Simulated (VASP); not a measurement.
Runs of VASP 6.6.1 on Pt. The structure is that of space group P6_3/mmc (No. 194), or close to it. The cells are those of the table. 

```tsv
cell	gap on the mesh (eV)	pressure (GPa)
a = 2.815, b = 2.815, c = 4.886 Å, angles 90.0, 90.0, 120.0°, 2 atoms	none	-21.7
a = 2.723, b = 2.723, c = 4.727 Å, angles 90.0, 90.0, 120.0°, 2 atoms	none	-0.6
a = 2.742, b = 2.742, c = 4.760 Å, angles 90.0, 90.0, 120.0°, 2 atoms	none	-6.1
a = 2.704, b = 2.704, c = 4.694 Å, angles 90.0, 90.0, 120.0°, 2 atoms	none	5.6
a = 2.761, b = 2.761, c = 4.792 Å, angles 90.0, 90.0, 120.0°, 2 atoms	none	-10.8
a = 2.779, b = 2.779, c = 4.824 Å, angles 90.0, 90.0, 120.0°, 2 atoms	none	(a)
a = 2.797, b = 2.797, c = 4.855 Å, angles 90.0, 90.0, 120.0°, 2 atoms	none	(b)
```

Alike in all rows: task single point; level PBEsol; potentials or basis VASP PAW PBE potentials, release 64 (Pt); no spin polarisation; k mesh 12 × 12 × 6; cutoff (eV) 520; smearing fermi-dirac 0.1 eV.

**Question.** Fill in the values left out.

**Answer.** (a) -15.0; (b) -18.6.

Caveats: the PAW data sets were made with another functional, which shifts forces and pressure a little; spin-orbit coupling is left out, which moves the levels of the heavy elements.

A k mesh can miss the band edges, and the runs leave out spin-orbit coupling on Pt.

A gap of «none» marks levels without a gap at the run's occupations.
